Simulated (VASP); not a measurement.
# CO (P1) in VASP: notebook, part 2 of 2

VASP 6.6.1.

### Step 3. Single point, PBE

Input file INCAR:

```
SYSTEM = CO
PREC = Accurate
ENCUT = 520
EDIFF = 1E-6
ISMEAR = -1
SIGMA = 0.05
LREAL = .False.
LASPH = .True.
NELM = 100
ALGO = Normal
ISIF = 2
LWAVE = .False.
LCHARG = .False.
GGA = PE
NBANDS = 30
```

Input file KPOINTS:

```
regular mesh
0
Gamma
  3 3 3
  0 0 0
```

Input file POSCAR:

```
CO
1.0
    5.6300000000      0.0000000000      0.0000000000
    0.0000000000      5.6300000000      0.0000000000
    0.0000000000      0.0000000000      5.6300000000
C O
4 4
Direct
    0.9234069272      0.9905266430      0.9678689165
    0.5255062167      0.0462008881      0.3766575488
    0.3972451155      0.5141751332      0.0778586146
    0.0628198934      0.5397639432      0.5742847247
    0.0908353464      0.0515980462      0.0562936057
    0.4641891652      0.9212339254      0.5148083481
    0.5446449378      0.4018765542      1.0284658970
    0.9686641208      0.5572250444      0.4029321492
```

Potentials or basis: VASP PAW PBE potentials, release 64 (C, O).

The run is started by

```sh
$ cat potpaw_PBE.64/C/POTCAR potpaw_PBE.64/O/POTCAR > POTCAR
$ mpirun -np 1 vasp_std > vasp.out
```

OUTCAR:

```text
SYSTEM = CO
   PREC = Accurate
   ENCUT = 520
   EDIFF = 1E-6
   ISMEAR = -1
   LREAL = .False.
   LASPH = .True.
   NELM = 100
   ISIF = 2
   GGA = PE

 ion  position               nearest neighbor table
   1  0.923  0.991  0.968-   5 1.12
   2  0.526  0.046  0.377-   6 1.10
   3  0.397  0.514  0.078-   7 1.08
   4  0.063  0.540  0.574-   8 1.11
   5  0.091  0.052  0.056-   1 1.12
   6  0.464  0.921  0.515-   2 1.10
   7  0.545  0.402  0.028-   3 1.08
   8  0.969  0.557  0.403-   4 1.11
[... 660 lines left out ...]
  Total       10.7613412      7.2139023      9.4493596     -2.5698347     -1.5503285      0.1991860
  in kB       96.6166109     64.7672790     84.8374825    -23.0722842    -13.9190352      1.7883161
  external PRESSURE =      82.0737908 kB  Pullay stress =       0.0000000 kB

 VOLUME and BASIS-vectors are now :
 -----------------------------------------------------------------------------
  energy-cutoff  :      520.00
  volume of cell :      178.45
      direct lattice vectors                 reciprocal lattice vectors
     5.630000000  0.000000000  0.000000000     0.177619893  0.000000000  0.000000000
     0.000000000  5.630000000  0.000000000     0.000000000  0.177619893  0.000000000
     0.000000000  0.000000000  5.630000000     0.000000000  0.000000000  0.177619893

 POSITION                                       TOTAL-FORCE (eV/Angst)
 -----------------------------------------------------------------------------------
      5.19878      5.57667      5.44910        -2.361130     -0.941931     -1.354275
      2.95860      0.26011      2.12058         1.700307      3.018047     -3.244072
      2.23649      2.89481      0.43834        -6.737752      5.334951      2.186383
      0.35368      3.03887      3.23322         2.282104     -0.513958      4.275378
      0.51140      0.29050      0.31693         2.312721      0.887284      1.265190
      2.61339      5.18655      2.89837        -1.624727     -3.246494      3.631229
      3.06635      2.26257      0.16026         6.895236     -4.999372     -2.588487
      5.45358      3.13718      2.26851        -2.466760      0.461475     -4.171347
 -----------------------------------------------------------------------------------
    total drift:                               -0.002188     -0.000385     -0.001642

  FREE ENERGIE OF THE ION-ELECTRON SYSTEM (eV)
  ---------------------------------------------------
  free  energy   TOTEN  =       -58.5003199672 eV

  energy  without entropy=      -58.5003199672  energy(sigma->0) =      -58.50031997
```

OSZICAR:

```text
N       E                     dE             d eps       ncg     rms          rms(c)
DAV:   1     0.242981530505E+03    0.24298E+03   -0.18385E+04   840   0.112E+03
DAV:   2    -0.387439472590E+02   -0.28173E+03   -0.27452E+03  1096   0.263E+02
DAV:   3    -0.620253674177E+02   -0.23281E+02   -0.23084E+02   978   0.816E+01
DAV:   4    -0.623204775306E+02   -0.29511E+00   -0.29468E+00   994   0.106E+01
DAV:   5    -0.623238771900E+02   -0.33997E-02   -0.33994E-02  1056   0.108E+00    0.150E+01
DAV:   6    -0.591763317816E+02    0.31475E+01   -0.71884E+00   870   0.173E+01    0.781E+00
DAV:   7    -0.586140976131E+02    0.56223E+00   -0.72020E-01  1090   0.559E+00    0.394E+00
DAV:   8    -0.585062314360E+02    0.10787E+00   -0.59095E-01  1028   0.419E+00    0.113E+00
DAV:   9    -0.585009357847E+02    0.52957E-02   -0.51120E-02   880   0.128E+00    0.271E-01
DAV:  10    -0.585002038505E+02    0.73193E-03   -0.25822E-03   974   0.371E-01    0.107E-01
DAV:  11    -0.585002942022E+02   -0.90352E-04   -0.60755E-04   954   0.151E-01    0.499E-02
DAV:  12    -0.585003210915E+02   -0.26889E-04   -0.13029E-04   846   0.859E-02    0.158E-02
DAV:  13    -0.585003203490E+02    0.74251E-06   -0.22000E-05  1102   0.303E-02    0.803E-03
DAV:  14    -0.585003199672E+02    0.38183E-06   -0.12440E-06   646   0.868E-03
   1 F= -.58500320E+02 E0= -.58500320E+02  d E =-.168847E-10
```

stdout:

```text
POSCAR found type information on POSCAR C O
 POSCAR found :  2 types and       8 ions
 scaLAPACK will be used
 LDA part: xc-table for (Slater+PW92), standard interpolation
 POSCAR, INCAR and KPOINTS ok, starting setup
 FFT: planning ... GRIDC
 FFT: planning ... GRID_SOFT
 FFT: planning ... GRID
 WAVECAR not read
 entering main loop
```

It took 36 s on 1 thread of Intel Xeon 6975P-C (Granite Rapids), shared host; peak memory 0.27 GiB.

Results:

| Property | Result |
| --- | --- |
| Free energy | -58.5003 eV |
| Pressure | 8.2 GPa |
| Largest force | 8.902 eV/Å |
| Band gap on the k mesh | 5.80 eV (least direct gap 5.83 eV) |

Forces on the atoms (eV/Å):
```
C   -2.361 -0.942 -1.354
C    1.700  3.018 -3.244
C   -6.738  5.335  2.186
C    2.282 -0.514  4.275
O    2.313  0.887  1.265
O   -1.625 -3.246  3.631
O    6.895 -4.999 -2.588
O   -2.467  0.461 -4.171
```

Caveat: the cell stands under pressure; this functional lacks dispersion, which holds the molecules together, so the pressure and a relaxed volume are unreliable; forces of over 1 eV/Å act on the atoms, so gaps and moduli don't describe the material at rest. A k mesh can miss the band edges.

### Step 4. Single point, PBE

Input file INCAR:

```
  ALGO = Normal
  EDIFF = 1E-6
  ENCUT = 520
  GGA = PE
  ISIF = 2
  ISMEAR = -1
  LASPH = True
  LCHARG = False
  LREAL = False
  LWAVE = False
  NBANDS = 30
  NELM = 100
  PREC = Accurate
  SIGMA = 0.05
```

Input file KPOINTS:

```
k-points
0
Gamma
  3 3 3
```

Input file POSCAR:

```
CO
1.0
    5.6300000000      0.0000000000      0.0000000000
    0.0000000000      5.6300000000      0.0000000000
    0.0000000000      0.0000000000      5.6300000000
C O
4 4
Direct
    0.9060628774      1.0046492007      0.9704863233
    0.5226920071      0.0483404973      0.3431321492
    0.3643950266      0.5116943162      0.0884971581
    0.0673280639      0.5783186501      0.5891857904
    0.1021122558      0.0439445826      0.0513818828
    0.4756342806      0.9109289520      0.4999044405
    0.5438326821      0.3884262877      1.0636088810
    0.9831650089      0.5493431616      0.3916348135
```

Potentials or basis: VASP PAW PBE potentials, release 64 (C, O).

The run is started by

```sh
$ cat potpaw_PBE.64/C/POTCAR potpaw_PBE.64/O/POTCAR > POTCAR
$ mpirun -np 1 vasp_std > vasp.out
```

OUTCAR:

```text
EDIFF = 1E-6
   ENCUT = 520
   GGA = PE
   ISIF = 2
   ISMEAR = -1
   LASPH = True
   LREAL = False
   NELM = 100
   PREC = Accurate

 ion  position               nearest neighbor table
   1  0.906  0.005  0.970-   5 1.21
   2  0.523  0.048  0.343-   6 1.20
   3  0.364  0.512  0.088-   7 1.23
   4  0.067  0.578  0.589-   8 1.22
   5  0.102  0.044  0.051-   1 1.21
   6  0.476  0.911  0.500-   2 1.20
   7  0.544  0.388  0.064-   3 1.23
   8  0.983  0.549  0.392-   4 1.22

  LATTYP: Found a simple cubic cell.
 ALAT       =     5.6300000000

  Lattice vectors:

 A1 = (   5.6300000000,   0.0000000000,   0.0000000000)
 A2 = (   0.0000000000,   5.6300000000,   0.0000000000)
 A3 = (   0.0000000000,   0.0000000000,   5.6300000000)

Analysis of symmetry for initial positions (statically):
=====================================================================
 Subroutine PRICEL returns:
 Original cell was already a primitive cell.

 Routine SETGRP: Setting up the symmetry group for a
 simple cubic supercell.

 Subroutine GETGRP returns: Found  1 space group operations
 (whereof  1 operations were pure point group operations)
 out of a pool of 48 trial point group operations.

The static configuration has the point symmetry C_1 .

Analysis of symmetry for dynamics (positions and initial velocities):
=====================================================================
 Subroutine PRICEL returns:
 Original cell was already a primitive cell.

 Routine SETGRP: Setting up the symmetry group for a
 simple cubic supercell.

 Subroutine GETGRP returns: Found  1 space group operations
 (whereof  1 operations were pure point group operations)
 out of a pool of 48 trial point group operations.

The dynamic configuration has the point symmetry C_1 .

 Subroutine INISYM returns: Found  1 space group operations
 (whereof  1 operations are pure point group operations),
 and found     1 'primitive' translations

----------------------------------------------------------------------------------------

                                     Primitive cell

  volume of cell :     178.4535

  direct lattice vectors                    reciprocal lattice vectors
     5.630000000  0.000000000  0.000000000     0.177619893  0.000000000  0.000000000
     0.000000000  5.630000000  0.000000000     0.000000000  0.177619893  0.000000000
     0.000000000  0.000000000  5.630000000     0.000000000  0.000000000  0.177619893

  length of vectors
     5.630000000  5.630000000  5.630000000     0.177619893  0.177619893  0.177619893

  position of ions in fractional coordinates (direct lattice)
     0.906062877  0.004649201  0.970486323
     0.522692007  0.048340497  0.343132149
     0.364395027  0.511694316  0.088497158
     0.067328064  0.578318650  0.589185790
     0.102112256  0.043944583  0.051381883
     0.475634281  0.910928952  0.499904441
     0.543832682  0.388426288  0.063608881
     0.983165009  0.549343162  0.391634813

  ion indices of the primitive-cell ions
   primitive index   ion index
                 1           1
[... 40 lines left out ...]
  0.333333  0.333333  0.000000      2.000000
  0.000000  0.333333  0.333333      2.000000
  0.333333  0.000000  0.333333      2.000000
 -0.333333  0.333333  0.000000      2.000000
 -0.333333  0.000000  0.333333      2.000000
  0.000000 -0.333333  0.333333      2.000000
  0.333333  0.333333  0.333333      2.000000
 -0.333333  0.333333  0.333333      2.000000
 -0.333333 -0.333333  0.333333      2.000000
  0.333333 -0.333333  0.333333      2.000000
   k-points           NKPTS =     14   k-points in BZ     NKDIM =     14   number of bands    NBANDS=     30
   number of dos      NEDOS =    301   number of ions     NIONS =      8
   total plane-waves  NPLWV =  74088
   dimension x,y,z NGX =    42 NGY =   42 NGZ =   42
   dimension x,y,z NGXF=    84 NGYF=   84 NGZF=   84
   ions per type =               4   4
   NGX,Y,Z   is equivalent  to a cutoff of  12.40, 12.40, 12.40 a.u.
   NGXF,Y,Z  is equivalent  to a cutoff of  24.80, 24.80, 24.80 a.u.
 SYSTEM =  unknown system
   PREC   = accura    normal or accurate (medium, high low for compatibility)
   ISTART =      0    job   : 0-new  1-cont  2-samecut
   ICHARG =      2    charge: 1-file 2-atom 10-const
   ISPIN  =      1    spin polarized calculation?
   LNONCOLLINEAR =      F non collinear calculations
   LSORBIT =      F    spin-orbit coupling
   LASPH  =      T    aspherical Exc in radial PAW
   ENCUT  =  520.0 eV  38.22 Ry    6.18 a.u.  10.47 10.47 10.47*2*pi/ulx,y,z
   NELM   =    100;   NELMIN=  2; NELMDL= -5     # of ELM steps
   EDIFF  = 0.1E-05   stopping-criterion for ELM
   LREAL  =      F    real-space projection
   EDIFFG = 0.1E-04   stopping-criterion for IOM
   NSW    =      0    number of steps for IOM
   IBRION =     -1    ionic relax: 0-MD 1-quasi-New 2-CG
   NFREE  =      0    steps in history (QN), initial steepest desc. (CG)
   ISIF   =      2    stress and relaxation
   ISYM   =      2    0-nonsym 1-usesym 2-fastsym
   POTIM  = 0.5000    time-step for ionic-motion
   TEBEG  =    0.0;   TEEND  =   0.0 temperature during run
   PSTRESS=    0.0 pullay stress
   NELECT =      40.0000    total number of electrons
   NUPDOWN=      -1.0000    fix difference up-down
   EMIN   =  10.00;   EMAX   =-10.00  energy-range for DOS
   EFERMI =   0.00;   METHOD = LEGACY
   ISMEAR =    -1;   SIGMA  =   0.05  broadening in eV -4-tet -1-fermi 0-gaus
   EFERMI_NEDOS =   21; number of points for ismear=-14 and -15
   IALGO  =     38    algorithm
   IMIX   =      4    mixing-type and parameters
     AMIX     =   0.40;   BMIX     =  1.00
     AMIX_MAG =   1.60;   BMIX_MAG =  1.00
  volume/ion in A,a.u.               =      22.31       150.53
  Fermi-wavevector in a.u.,A,eV,Ry     =   0.994458  1.879253 13.455436  0.988947
  Thomas-Fermi vector in A             =   2.126411
   LORBIT       =      0    0 simple, 1 ext, 2 COOP (PROOUT), +10 PAW based schemes
   GGA     = PE    functional components
   LHFCALC =     F    Hartree Fock is set to
   AEXX    =    0.0000 exact exchange contribution
   IVDW    =     0    specifies the selected vdW correction
   LEPSILON=     F    determine dielectric tensor
   LRPA    =     F    only Hartree local field effects (RPA)
 non-spin polarized calculation
  energy-cutoff  :      520.00
  volume of cell :      178.45
 maximum number of plane-waves:      4837
 NGX is ok and might be reduce to    42
   NGX = 21   NGY = 21   NGZ = 21

 number of electron      40.0000008 magnetization

 Free energy of the ion-electron system (eV)
  ---------------------------------------------------
  ext. energy  EPLUGINS =         0.00000000
  ---------------------------------------------------
  free energy    TOTEN  =       -57.57909620 eV

  energy without entropy =      -57.57909620  energy(sigma->0) =      -57.57909620

 E-fermi :  -3.4524     XC(G=0):  -6.5075

 val. band max:       -4.6411603415   @ k =   0.0000   0.0000   0.0000
 cond. band min:       0.2098527844   @ k =   0.0000   0.0000   0.0000
 fundamental gap:      4.8510131259
 Fermi energy:        -3.4524164806

 k-point     1 :       0.0000    0.0000    0.0000
  band No.  band energies     occupation
      1     -24.7342      2.00000
      2     -24.6104      2.00000
      3     -24.5759      2.00000
      4     -24.0797      2.00000
      5     -10.7034      2.00000
      6     -10.6554      2.00000
[... 451 lines left out ...]
     29       5.1597      0.00000
     30       5.8163      0.00000

------------------------ aborting loop because EDIFF is reached ----------------------------------------

  FORCE on cell =-STRESS in cart. coord.  units (eV):
  Direction    XX          YY          ZZ          XY          YZ          ZX
  --------------------------------------------------------------------------------------
  -------------------------------------------------------------------------------------
  Total      -12.3630065     -3.4230355     -9.1755639      1.6599380     -0.2078395     -3.8121729
  in kB     -110.9965542    -30.7324227    -82.3793126     14.9031227     -1.8660078    -34.2261448
  external PRESSURE =     -74.7027632 kB  Pullay stress =       0.0000000 kB

 VOLUME and BASIS-vectors are now :
 -----------------------------------------------------------------------------
  energy-cutoff  :      520.00
  volume of cell :      178.45
      direct lattice vectors                 reciprocal lattice vectors
     5.630000000  0.000000000  0.000000000     0.177619893  0.000000000  0.000000000
     0.000000000  5.630000000  0.000000000     0.000000000  0.177619893  0.000000000
     0.000000000  0.000000000  5.630000000     0.000000000  0.000000000  0.177619893

 POSITION                                       TOTAL-FORCE (eV/Angst)
 -----------------------------------------------------------------------------------
      5.10113      0.02617      5.46384         5.668139      1.017652      2.211956
      2.94276      0.27216      1.93183        -0.968350     -4.181759      4.543495
      2.05154      2.88084      0.49824         6.324028     -3.999655     -1.212170
      0.37906      3.25593      3.31712        -2.704599     -0.945050     -6.001255
      0.57489      0.24741      0.28928        -5.750453     -1.091400     -2.334564
      2.67782      5.12853      2.81446         1.120441      3.438271     -3.809620
      3.06178      2.18684      0.35812        -6.075709      4.875910      0.344283
      5.53522      3.09280      2.20490         2.386503      0.886033      6.257874
 -----------------------------------------------------------------------------------
    total drift:                               -0.000951     -0.001906      0.001873

  FREE ENERGIE OF THE ION-ELECTRON SYSTEM (eV)
  ---------------------------------------------------
  free  energy   TOTEN  =       -57.5790962037 eV

  energy  without entropy=      -57.5790962036  energy(sigma->0) =      -57.57909620
```

Run time: 39 s. Hardware: 1 thread of Intel Xeon 6975P-C (Granite Rapids), shared host; peak memory 0.27 GiB.

What came out:

* Free energy: -57.5791 eV
* Pressure: -7.5 GPa
* Largest force: 7.798 eV/Å
* Band gap on the k mesh: 4.85 eV

Forces on the atoms (eV/Å):
```
C    5.668  1.018  2.212
C   -0.968 -4.182  4.543
C    6.324 -4.000 -1.212
C   -2.705 -0.945 -6.001
O   -5.750 -1.091 -2.335
O    1.120  3.438 -3.810
O   -6.076  4.876  0.344
O    2.387  0.886  6.258
```

Caveat: the stress differs along the axes, from -11 to -3 GPa; this functional lacks dispersion, which holds the molecules together, so the pressure and a relaxed volume are unreliable; forces of over 1 eV/Å act on the atoms, so gaps and moduli don't describe the material at rest.

### Step 5. The runs side by side

| cell | gap on the mesh (eV) | pressure (GPa) | largest force (eV/Å) |
| --- | --- | --- | --- |
| as given, atomic positions A | 6.25 | 16.9 | 18.80 |
| as given, atomic positions B | 5.80 | 8.2 | 8.90 |
| as given, atomic positions C | 4.85 | -7.5 | 7.80 |

Alike in all rows: task single point; level PBE; potentials or basis VASP PAW PBE potentials, release 64 (C, O); no spin polarisation; k mesh 3 × 3 × 3; cutoff (eV) 520; smearing fermi-dirac 0.05 eV.

Caveats: this functional lacks dispersion, which holds the molecules together, so the pressure and a relaxed volume are unreliable; forces of over 1 eV/Å act on the atoms, so gaps and moduli don't describe the material at rest; the stress differs along the axes, from 14 to 19 GPa (at least some runs); the cell stands under pressure (at least some runs); the stress differs along the axes, from -11 to -3 GPa (at least some runs).

Total energies depend on the potentials used, so only differences within one code and one set of settings carry meaning.
